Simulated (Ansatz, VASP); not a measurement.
Si: VASP beside Ansatz

```
CELL_PARAMETERS angstrom
3.43943 0.00000 0.00000
-1.71971 2.97863 0.00000
0.00000 0.00000 11.15582
ATOMIC_POSITIONS crystal
Si 0.33333 0.66667 0.57663
Si 0.66667 0.33333 0.71505
Si 0.33333 0.66667 0.86078
Si 0.00000 0.00000 0.00000
Si 0.66667 0.33333 0.13922
Si 0.33333 0.66667 0.28495
Si 0.66667 0.33333 0.42337
```

Alike in both runs: functional PBE; k mesh 6 × 6 × 2; occupations gaussian, width 0.1 eV; no spin polarisation.

Ansatz relaxed the structure, and its values are those at the end. VASP's run is a single point on that final structure, the one shown.

|  | VASP | Ansatz |
| --- | --- | --- |
| version | VASP 6.6.1 | Ansatz 0.2.0 |
| potentials or method | VASP PAW PBE potentials, release 64 (Si), cutoff 520 eV | scalar-relativistic, plane waves, PAW |
| valence electrons in the cell | 28 | 28 |

```tsv
	VASP	Ansatz	Ansatz less VASP
gap on the k mesh at the Fermi level (eV)	none	none	-
pressure (GPa)	-0.1	-0.1	+0.04
```

A gap of «none» marks a metal or a gap that the smearing closes.
